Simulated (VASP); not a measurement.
Input of a VASP 6.6.1 run:

Contents of INCAR:

```
SYSTEM = C
ALGO = Normal ; EDIFF = 1E-6
EDIFFG = -0.01 ; ENCUT = 600
GGA = PE ; IBRION = 2
ISIF = 3 ; ISMEAR = -1
IVDW = 12 ; LASPH = .True.
LCHARG = .False. ; LREAL = .False.
LWAVE = .False. ; NELM = 60
NSW = 60 ; PREC = Accurate
SIGMA = 0.05
```

KPOINTS

```
k-points
0
Gamma
  12 12 3
  0 0 0
```

Contents of POSCAR:

```
C
1.0
    2.5221000000      0.0000000000      0.0000000000
   -1.2610500000      2.1842026709      0.0000000000
    0.0000000000      0.0000000000     12.3557000000
C
12
Direct
    0.6666666667      0.3333333333      0.3541700000
    0.3333333333      0.6666666667      0.8541700000
    0.6666666667      0.3333333333      0.1458300000
    0.3333333333      0.6666666667      0.6458300000
    0.6666666667      0.3333333333      0.4791700000
    0.3333333333      0.6666666667      0.9791700000
    0.6666666667      0.3333333333      0.0208300000
    0.3333333333      0.6666666667      0.5208300000
    0.0000000000      0.0000000000      0.8125000000
    0.0000000000      0.0000000000      0.3125000000
    0.0000000000      0.0000000000      0.6875000000
    0.0000000000      0.0000000000      0.1875000000
```

Potentials or basis: VASP PAW PBE potentials, release 64 (C).

Launch:

```console
$ cat potpaw_PBE.64/C/POTCAR > POTCAR
$ mpirun -np 1 vasp_std > vasp.out
```

Q: Predict the dispersion energy per atom.

A: -0.193 eV.

Q: Predict the band gap on the k mesh.

A: 4.47 eV (least direct gap 5.40 eV).

Q: Predict the space group after relaxing (to 0.1 Å).

A: P6_3/mmc (No. 194).

Q: Predict the relaxed cell.

A: a = 2.510 Å, b = 2.510 Å, c = 12.378 Å, α = 90.00°, β = 90.00°, γ = 120.00°.

The path:
```csv
step,energy change (eV),largest force (eV/Å),pressure (GPa),volume (Å³)
1,0.0000,0.3319,-3.32,68.06
2,0.0038,0.4108,4.34,66.91
3,-0.0230,0.0876,0.20,67.51
4,-0.0219,0.1581,0.01,67.54
5,-0.0236,0.0210,0.13,67.52
6,-0.0236,0.0109,-0.10,67.56
7,-0.0236,0.0016,-0.02,67.54
```

A k mesh can miss the band edges.
